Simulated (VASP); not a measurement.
Here is a VASP 6.6.1 calculation.

INCAR

```
  PREC = Accurate
  ENCUT = 600
  EDIFF = 1E-7
  ISMEAR = -1
  SIGMA = 0.05
  LREAL = False
  LASPH = True
  NELM = 100
  ALGO = Normal
  ISIF = 8
  LWAVE = False
  LCHARG = False
  GGA = CA
  IBRION = 2
  NSW = 80
  EDIFFG = -0.01
```

KPOINTS

```
Automatic mesh
0
Gamma
  6 6 3
```

File POSCAR:

```
SrCuSi
1.0
    4.0888440000      0.0000000000      0.0000000000
   -2.0444220000      3.5410420000      0.0000000000
    0.0000000000      0.0000000000      9.3650200000
Sr Si Cu
2 2 2
Direct
    0.0000000000      0.0000000000      0.5000000000
    0.0000000000      0.0000000000      0.0000000000
    0.6666666667      0.3333333333      0.7500000000
    0.3333333333      0.6666666667      0.2500000000
    0.6666666667      0.3333333333      0.2500000000
    0.3333333333      0.6666666667      0.7500000000
```

Potentials or basis: VASP PAW LDA potentials, release 64 (Sr_sv, Si, Cu).

Run with:

```console
$ cat potpaw_LDA.64/Sr_sv/POTCAR potpaw_LDA.64/Si/POTCAR potpaw_LDA.64/Cu/POTCAR > POTCAR
$ mpirun -np 1 vasp_std > vasp.out
```

(1) Predict the relaxed volume.

(2) What does it give for the space group after relaxing (to 0.05 Å)?

(3) Estimate the band gap on the k mesh.

(4) Estimate the relaxed cell.

Results:

(1) 21.33 Å³/atom.

(2) P6_3/mmc (No. 194).

(3) zero (band 25 reaches 6.20 eV, above the bottom of band 26 at 4.12 eV).

(4) a = 4.011 Å, b = 4.011 Å, c = 9.186 Å, α = 90.00°, β = 90.00°, γ = 120.00°.
